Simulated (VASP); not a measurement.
Input of a VASP 6.6.1 run:

INCAR

```
SYSTEM = CdSe
ALGO = Normal
EDIFF = 1E-6
ENCUT = 520
GGA = PE
ISIF = 2
ISMEAR = 0
LASPH = .TRUE.
LCHARG = .FALSE.
LREAL = .FALSE.
LWAVE = .FALSE.
NBANDS = 36
NELM = 60
PREC = Accurate
SIGMA = 0.1
```

The input KPOINTS:

```
k-points
0
G
  4 4 2
  0 0 0
```

The input POSCAR:

```
CdSe
1.0
    4.0947749172      0.0000000000      0.0000000000
    0.0000000000      4.3599353716      0.0000000000
    0.0000000000      0.0000000000     10.3389803491
Cd Se
3 3
Direct
    0.5000000000      0.5000000000      0.1711040177
    0.5000000000      0.5000000000      0.8288959823
    0.0000000000      0.0000000000      0.5000000000
    0.5000000000      0.0000000000      0.3223042741
    0.0000000000      0.5000000000      0.0000000000
    0.5000000000      0.0000000000      0.6776957259
```

Potentials or basis: VASP PAW PBE potentials, release 64 (Cd, Se).

Command:

```sh
$ cat potpaw_PBE.64/Cd/POTCAR potpaw_PBE.64/Se/POTCAR > POTCAR
$ mpirun -np 1 vasp_std > vasp.out
```

Problem. What does it give for the band gap on the k mesh?

Solution. Zero (band 27 reaches 0.84 eV, above the bottom of band 28 at 0.59 eV).

Problem. Predict the pressure.

Solution. 0.3 GPa.

Problem. What does it give for the largest force?

Solution. 0.018 eV/Å.

Stress tensor (GPa, compression positive):
```
0.35 0.00 0.00
0.00 0.18 0.00
0.00 0.00 0.32
```

Caveat: the k points lie up to 0.38 Å⁻¹ apart.
